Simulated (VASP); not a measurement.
# Mn (Im-3m) in VASP: notebook

Runs on Mn. Level: LDA. Tasks: single point.

Everything below comes from runs of VASP 6.6.1. Logs are shortened: lines on timing, memory, paths and dates and some standing lists are left out, and cuts for length are marked.

**1. The cell of the first run**

It takes space group Im-3m (No. 229, cubic). The conventional cell has a = 2.727 Å, b = 2.727 Å, c = 2.727 Å, α = 90.00°, β = 90.00°, γ = 90.00°. Within 3.1 Å of Mn (site symmetry m-3m) lie 14 Mn at 2.36 to 2.73 Å.

**2. Single point, LDA**

Input file INCAR:

```
SYSTEM = Mn
ALGO = Normal ; EDIFF = 1E-6
ENCUT = 520 ; ISIF = 2
ISMEAR = -1 ; LASPH = .True.
LCHARG = .False. ; LREAL = .False.
LWAVE = .False. ; NBANDS = 12
NELM = 100 ; PREC = Accurate
SIGMA = 0.1
```

Input file KPOINTS:

```
k-points
0
Gamma
  15 15 15
  0 0 0
```

Input file POSCAR:

```
Mn
1.0
   -1.3632514138      1.3632514138      1.3632514138
    1.3632514138     -1.3632514138      1.3632514138
    1.3632514138      1.3632514138     -1.3632514138
Mn
1
Direct
    0.0000000000      0.0000000000      0.0000000000
```

Potentials or basis: VASP PAW LDA potentials, release 64 (Mn_pv).

Launch:

```sh
cat potpaw_LDA.64/Mn_pv/POTCAR > POTCAR
mpirun -np 1 vasp_std > vasp.out
```

OUTCAR:

```text
SYSTEM = Mn
   EDIFF = 1E-6
   ENCUT = 520
   ISIF = 2
   ISMEAR = -1
   LASPH = .True.
   LREAL = .False.
   NELM = 100
   PREC = Accurate

 ion  position               nearest neighbor table
   1  0.000  0.000  0.000-

  LATTYP: Found a body centered cubic cell.
 ALAT       =     2.7265028276

  Lattice vectors:

 A1 = (  -1.3632514138,   1.3632514138,   1.3632514138)
 A2 = (   1.3632514138,  -1.3632514138,   1.3632514138)
 A3 = (   1.3632514138,   1.3632514138,  -1.3632514138)

Analysis of symmetry for initial positions (statically):
=====================================================================
 Subroutine PRICEL returns:
 Original cell was already a primitive cell.

 Routine SETGRP: Setting up the symmetry group for a
 body centered cubic supercell.

 Subroutine GETGRP returns: Found 48 space group operations
 (whereof 48 operations were pure point group operations)
 out of a pool of 48 trial point group operations.

The static configuration has the point symmetry O_h .

Analysis of symmetry for dynamics (positions and initial velocities):
=====================================================================
 Subroutine PRICEL returns:
 Original cell was already a primitive cell.

 Routine SETGRP: Setting up the symmetry group for a
 body centered cubic supercell.

 Subroutine GETGRP returns: Found 48 space group operations
 (whereof 48 operations were pure point group operations)
 out of a pool of 48 trial point group operations.

The dynamic configuration has the point symmetry O_h .

 Subroutine INISYM returns: Found 48 space group operations
 (whereof 48 operations are pure point group operations),
 and found     1 'primitive' translations

----------------------------------------------------------------------------------------

                                     Primitive cell

  volume of cell :      10.1342

  direct lattice vectors                    reciprocal lattice vectors
    -1.363251414  1.363251414  1.363251414     0.000000000  0.366770205  0.366770205
     1.363251414 -1.363251414  1.363251414     0.366770205  0.000000000  0.366770205
     1.363251414  1.363251414 -1.363251414     0.366770205  0.366770205  0.000000000

  length of vectors
     2.361220712  2.361220712  2.361220712     0.518691398  0.518691398  0.518691398

  position of ions in fractional coordinates (direct lattice)
     0.000000000  0.000000000  0.000000000

  ion indices of the primitive-cell ions
   primitive index   ion index
                 1           1

----------------------------------------------------------------------------------------

 KPOINTS: k-points

Automatic generation of k-mesh.
 Grid dimensions read from file:
 generate k-points for:   15   15   15

 Generating k-lattice:

  Cartesian coordinates                     Fractional coordinates (reciprocal lattice)
     0.000000000  0.024451347  0.024451347     0.066666667  0.000000000  0.000000000
     0.024451347  0.000000000  0.024451347     0.000000000  0.066666667  0.000000000
     0.024451347  0.024451347  0.000000000     0.000000000  0.000000000  0.066666667

  Length of vectors
     0.034579427  0.034579427  0.034579427

  Shift w.r.t. Gamma in fractional coordinates (k-lattice)
     0.000000000  0.000000000  0.000000000

 Subroutine IBZKPT returns following result:
 ===========================================

 Found    120 irreducible k-points:

 Following reciprocal coordinates:
            Coordinates               Weight
  0.000000  0.000000  0.000000      1.000000
  0.066667  0.000000  0.000000     12.000000
  0.133333  0.000000  0.000000     12.000000
  0.200000  0.000000  0.000000     12.000000
  0.266667  0.000000  0.000000     12.000000
  0.333333  0.000000  0.000000     12.000000
[... 16 lines left out ...]
  0.333333  0.200000  0.000000     48.000000
  0.400000  0.200000 -0.000000     24.000000
 [... further k-points ...]
   k-points           NKPTS =    120   k-points in BZ     NKDIM =    120   number of bands    NBANDS=     12
   number of dos      NEDOS =    301   number of ions     NIONS =      1
   total plane-waves  NPLWV =   5832
   dimension x,y,z NGX =    18 NGY =   18 NGZ =   18
   dimension x,y,z NGXF=    36 NGYF=   36 NGZF=   36
   ions per type =               1
   NGX,Y,Z   is equivalent  to a cutoff of  12.67, 12.67, 12.67 a.u.
   NGXF,Y,Z  is equivalent  to a cutoff of  25.35, 25.35, 25.35 a.u.
 SYSTEM =  Mn
   PREC   = accura    normal or accurate (medium, high low for compatibility)
   ISTART =      0    job   : 0-new  1-cont  2-samecut
   ICHARG =      2    charge: 1-file 2-atom 10-const
   ISPIN  =      1    spin polarized calculation?
   LNONCOLLINEAR =      F non collinear calculations
   LSORBIT =      F    spin-orbit coupling
   LASPH  =      T    aspherical Exc in radial PAW
   ENCUT  =  520.0 eV  38.22 Ry    6.18 a.u.   4.39  4.39  4.39*2*pi/ulx,y,z
   NELM   =    100;   NELMIN=  2; NELMDL= -5     # of ELM steps
   EDIFF  = 0.1E-05   stopping-criterion for ELM
   LREAL  =      F    real-space projection
   EDIFFG = 0.1E-04   stopping-criterion for IOM
   NSW    =      0    number of steps for IOM
   IBRION =     -1    ionic relax: 0-MD 1-quasi-New 2-CG
   NFREE  =      0    steps in history (QN), initial steepest desc. (CG)
   ISIF   =      2    stress and relaxation
   ISYM   =      2    0-nonsym 1-usesym 2-fastsym
   POTIM  = 0.5000    time-step for ionic-motion
   TEBEG  =    0.0;   TEEND  =   0.0 temperature during run
   PSTRESS=    0.0 pullay stress
   NELECT =      13.0000    total number of electrons
   NUPDOWN=      -1.0000    fix difference up-down
   EMIN   =  10.00;   EMAX   =-10.00  energy-range for DOS
   EFERMI =   0.00;   METHOD = LEGACY
   ISMEAR =    -1;   SIGMA  =   0.10  broadening in eV -4-tet -1-fermi 0-gaus
   EFERMI_NEDOS =   21; number of points for ismear=-14 and -15
   IALGO  =     38    algorithm
   IMIX   =      4    mixing-type and parameters
     AMIX     =   0.40;   BMIX     =  1.00
     AMIX_MAG =   1.60;   BMIX_MAG =  1.00
  volume/ion in A,a.u.               =      10.13        68.39
  Fermi-wavevector in a.u.,A,eV,Ry     =   1.778798  3.361441 43.050503  3.164123
  Thomas-Fermi vector in A             =   2.843919
   LORBIT       =      0    0 simple, 1 ext, 2 COOP (PROOUT), +10 PAW based schemes
   GGA     = CA    functional components
   LHFCALC =     F    Hartree Fock is set to
   AEXX    =    0.0000 exact exchange contribution
   IVDW    =     0    specifies the selected vdW correction
   LEPSILON=     F    determine dielectric tensor
   LRPA    =     F    only Hartree local field effects (RPA)
 non-spin polarized calculation
  energy-cutoff  :      520.00
  volume of cell :       10.13
 maximum number of plane-waves:       281
 NGX is ok and might be reduce to    18
   NGX =  9   NGY =  9   NGZ =  9

 number of electron      12.9999988 magnetization

 Free energy of the ion-electron system (eV)
  ---------------------------------------------------
  ext. energy  EPLUGINS =         0.00000000
  ---------------------------------------------------
  free energy    TOTEN  =       -10.04874698 eV

  energy without entropy =       -9.97923526  energy(sigma->0) =      -10.01399112

 E-fermi :  11.5226     XC(G=0): -14.7373

 val. band max:       11.5200894405   @ k =  -0.3333   0.3333   0.0667
 cond. band min:      11.5381425571   @ k =   0.2667   0.1333   0.0000
 fundamental gap:      0.0180531166
 Fermi energy:        11.5226323686

 k-point     1 :       0.0000    0.0000    0.0000
  band No.  band energies     occupation
      1     -36.0211      2.00000
      2     -36.0211      2.00000
      3     -36.0211      2.00000
      4       2.6698      2.00000
      5       9.8064      2.00000
      6       9.8064      2.00000
      7       9.8064      2.00000
      8      11.8543      0.07001
      9      11.8543      0.07001
     10      35.7787      0.00000
     11      35.7787      0.00000
     12      35.7787      0.00000

 k-point     2 :       0.0667    0.0000    0.0000
  band No.  band energies     occupation
      1     -36.0640      2.00000
      2     -36.0343      2.00000
      3     -36.0214      2.00000
      4       2.8793      2.00000
      5       9.7297      2.00000
      6       9.7951      2.00000
      7       9.9443      2.00000
      8      11.7712      0.15379
      9      11.8600      0.06627
     10      35.2040      0.00000
     11      35.6945      0.00000
     12      35.9018      0.00000

 k-point     3 :       0.1333    0.0000    0.0000
  band No.  band energies     occupation
      1     -36.1841      2.00000
      2     -36.0716      2.00000
      3     -36.0221      2.00000
      4       3.4816      2.00000
      5       9.5176      2.00000
      6       9.7327      2.00000
      7      10.3443      1.99998
      8      11.5998      0.63236
      9      11.8800      0.05458
     10      33.6305      0.00000
     11      35.2262      0.00000
     12      36.2319      0.00000

 k-point     4 :       0.2000    0.0000    0.0000
  band No.  band energies     occupation
      1     -36.3587      2.00000
      2     -36.1261      2.00000
      3     -36.0232      2.00000
      4       4.3837      2.00000
      5       9.2165      2.00000
      6       9.5959      2.00000
      7      10.9648      1.99247
      8      11.5059      1.08355
      9      11.9204      0.03677
     10      31.3214      0.00000
     11      34.1531      0.00000
     12      36.6700      0.00000

 k-point     5 :       0.2667    0.0000    0.0000
  band No.  band energies     occupation
      1     -36.5557      2.00000
      2     -36.1883      2.00000
      3     -36.0244      2.00000
      4       5.3658      2.00000
      5       8.8861      2.00000
      6       9.5599      2.00000
      7      11.5636      0.79796
      8      11.7319      0.21963
      9      11.9836      0.01971
     10      28.6062      0.00000
     11      32.7785      0.00000
     12      37.1070      0.00000

 k-point     6 :       0.3333    0.0000    0.0000
  band No.  band energies     occupation
      1     -36.7409      2.00000
      2     -36.2474      2.00000
      3     -36.0257      2.00000
      4       6.0349      2.00000
      5       8.5840      2.00000
      6      10.0386      2.00000
      7      11.7137      0.25782
      8      12.0619      0.00906
      9      12.5340      0.00008
     10      25.8368      0.00000
     11      31.4995      0.00000
     12      36.5324      0.00000

 k-point     7 :       0.4000    0.0000    0.0000
  band No.  band energies     occupation
      1     -36.8836      2.00000
      2     -36.2933      2.00000
      3     -36.0266      2.00000
      4       6.2239      2.00000
      5       8.3564      2.00000
      6      11.0955      1.97245
      7      11.8843      0.05232
      8      12.1362      0.00432
      9      13.2207      0.00000
     10      23.3740      0.00000
     11      30.5466      0.00000
     12      35.0217      0.00000

 k-point     8 :       0.4667    0.0000    0.0000
  band No.  band energies     occupation
      1     -36.9609      2.00000
      2     -36.3183      2.00000
      3     -36.0272      2.00000
      4       6.2146      2.00000
      5       8.2348      2.00000
      6      11.8359      0.08356
      7      12.1821      0.00273
      8      12.2259      0.00176
      9      13.6244      0.00000
     10      21.7638      0.00000
     11      30.0418      0.00000
     12      34.2048      0.00000
[... 166 lines left out ...]
 k-point    20 :       0.4000    0.1333    0.0000
  band No.  band energies     occupation
      1     -36.9090      2.00000
      2     -36.3706      2.00000
      3     -36.0808      2.00000
      4       6.6660      2.00000
      5       8.3093      2.00000
      6      10.4273      1.99996
      7      11.8067      0.11029
      8      12.5799      0.00005
      9      15.3927      0.00000
     10      21.7769      0.00000
     11      28.3356      0.00000
     12      32.7336      0.00000

 k-point    21 :       0.2000    0.2000    0.0000
  band No.  band energies     occupation
      1     -36.7068      2.00000
      2     -36.2747      2.00000
      3     -36.0950      2.00000
      4       6.6781      2.00000
      5       8.5996      2.00000
      6       9.0192      2.00000
      7      11.4373      1.40258
      8      12.2557      0.00131
      9      13.4957      0.00000
     10      27.3627      0.00000
     11      28.3122      0.00000
     12      34.6769      0.00000

 k-point    22 :       0.2667    0.2000    0.0000
  band No.  band energies     occupation
      1     -36.7892      2.00000
      2     -36.3606      2.00000
      3     -36.1076      2.00000
      4       7.1289      2.00000
      5       8.4060      2.00000
      6       9.2138      2.00000
      7      11.6006      0.62884
      8      12.3476      0.00052
      9      14.7996      0.00000
     10      24.9842      0.00000
     11      27.0287      0.00000
     12      33.5779      0.00000

 k-point    23 :       0.3333    0.2000    0.0000
  band No.  band energies     occupation
      1     -36.8372      2.00000
      2     -36.4287      2.00000
      3     -36.1137      2.00000
      4       7.1660      2.00000
      5       8.3516      2.00000
      6       9.5525      2.00000
      7      11.7716      0.15316
      8      12.4442      0.00020
      9      16.1891      0.00000
     10      22.6398      0.00000
     11      26.3661      0.00000
     12      32.8885      0.00000

 k-point    24 :       0.4000    0.2000   -0.0000
  band No.  band energies     occupation
      1     -36.8525      2.00000
      2     -36.4546      2.00000
      3     -36.1155      2.00000
      4       7.1348      2.00000
      5       8.3403      2.00000
      6       9.7048      2.00000
      7      11.8342      0.08494
      8      12.5047      0.00011
      9      16.9959      0.00000
     10      21.4834      0.00000
     11      26.1363      0.00000
     12      32.6521      0.00000

 [... further k-points ...]
[... 5 lines left out ...]
  --------------------------------------------------------------------------------------
  -------------------------------------------------------------------------------------
  Total        0.0239688      0.0239688      0.0239688      0.0000000     -0.0000000      0.0000000
  in kB        3.7893953      3.7893953      3.7893953      0.0000000     -0.0000000      0.0000000
  external PRESSURE =       3.7893953 kB  Pullay stress =       0.0000000 kB

 VOLUME and BASIS-vectors are now :
 -----------------------------------------------------------------------------
  energy-cutoff  :      520.00
  volume of cell :       10.13
      direct lattice vectors                 reciprocal lattice vectors
    -1.363251414  1.363251414  1.363251414     0.000000000  0.366770205  0.366770205
     1.363251414 -1.363251414  1.363251414     0.366770205  0.000000000  0.366770205
     1.363251414  1.363251414 -1.363251414     0.366770205  0.366770205  0.000000000

 POSITION                                       TOTAL-FORCE (eV/Angst)
 -----------------------------------------------------------------------------------
      0.00000      0.00000      0.00000        -0.000000      0.000000      0.000000
 -----------------------------------------------------------------------------------
    total drift:                                0.000000     -0.000000      0.000000

  FREE ENERGIE OF THE ION-ELECTRON SYSTEM (eV)
  ---------------------------------------------------
  free  energy   TOTEN  =       -10.0487469792 eV

  energy  without entropy=       -9.9792352642  energy(sigma->0) =      -10.01399112
```

It took 11 s on 1 thread of AMD EPYC 7R13, shared host; peak memory 0.09 GiB.

Results:

```
Free energy : -10.0487 eV
Pressure    : 0.4 GPa
```

Caveat: the run has no spin polarisation, though such a crystal can be magnetic. Spin polarisation is off, so any magnetic state and its effect on volume and gap are missing.

**3. Single point, LDA (volume scaled by 0.88)**

Input file INCAR:

```
PREC = Accurate ; ENCUT = 520
EDIFF = 1E-6 ; ISMEAR = -1
SIGMA = 0.1 ; LREAL = F
LASPH = T ; NELM = 100
ALGO = Normal ; ISIF = 2
LWAVE = F ; LCHARG = F
NBANDS = 12
```

Input file KPOINTS:

```
Automatic mesh
0
Gamma
  18 18 18
```

Input file POSCAR:

```
Mn
1.0
   -1.3063819788      1.3063819788      1.3063819788
    1.3063819788     -1.3063819788      1.3063819788
    1.3063819788      1.3063819788     -1.3063819788
Mn
1
Direct
    0.0000000000      0.0000000000      0.0000000000
```

Potentials or basis: VASP PAW LDA potentials, release 64 (Mn_pv).

Launch:

```sh
cat potpaw_LDA.64/Mn_pv/POTCAR > POTCAR
mpirun -np 1 vasp_std > vasp.out
```

Wall time 18 s (1 thread of AMD EPYC 7R13, shared host); peak memory 0.1 GiB.

It converged, with:

* Free energy: -9.8576 eV
* Pressure: 56.3 GPa

Levels at points of the mesh, in eV from the Fermi level:
| k point | band 4 | band 5 | band 6 | band 7 | band 8 | band 9 |
| --- | --- | --- | --- | --- | --- | --- |
| (0.00, 0.00, 0.00) | -9.45 | -2.06 | -2.06 | -2.06 | 0.38 | 0.38 |
| (0.50, 0.00, 0.00) | -6.19 | -3.97 | 0.43 | 0.80 | 1.11 | 2.58 |
| (0.50, 0.50, 0.50) | -6.30 | -6.30 | 2.09 | 2.09 | 2.09 | 12.34 |

Caveat: the run has no spin polarisation, though such a crystal can be magnetic.

[end of part 1 of 2]
